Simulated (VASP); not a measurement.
Crystal: KF.

```
CELL_PARAMETERS angstrom
3.25895 0.00000 0.00000
0.00000 3.25895 0.00000
0.00000 0.00000 3.25895
ATOMIC_POSITIONS crystal
K 0.00000 0.00000 0.00000
F 0.50000 0.50000 0.50000
```

Base run:

```yaml
Program: VASP 6.6.1
Functional: PBE
Potentials_or_basis: VASP PAW PBE potentials, release 64 (K_sv, F)
Cutoff: 600 eV
k_mesh: 8 × 8 × 8
Occupations: gaussian, width 0.1 eV
Spin: no spin polarisation
```

Its results: band gap on the k mesh 6.26 eV, indirect (least direct gap 6.31 eV); pressure 0.0 GPa.

Q: The run is repeated on the same cell with these changes: occupations from gaussian, width 0.1 eV to methfessel-paxton, width 0.014 eV; dispersion from none to D3(BJ). What comes out?

A: Band gap on the k mesh 6.26 eV, indirect (least direct gap 6.31 eV); pressure -1.6 GPa.

A k mesh can miss the band edges.
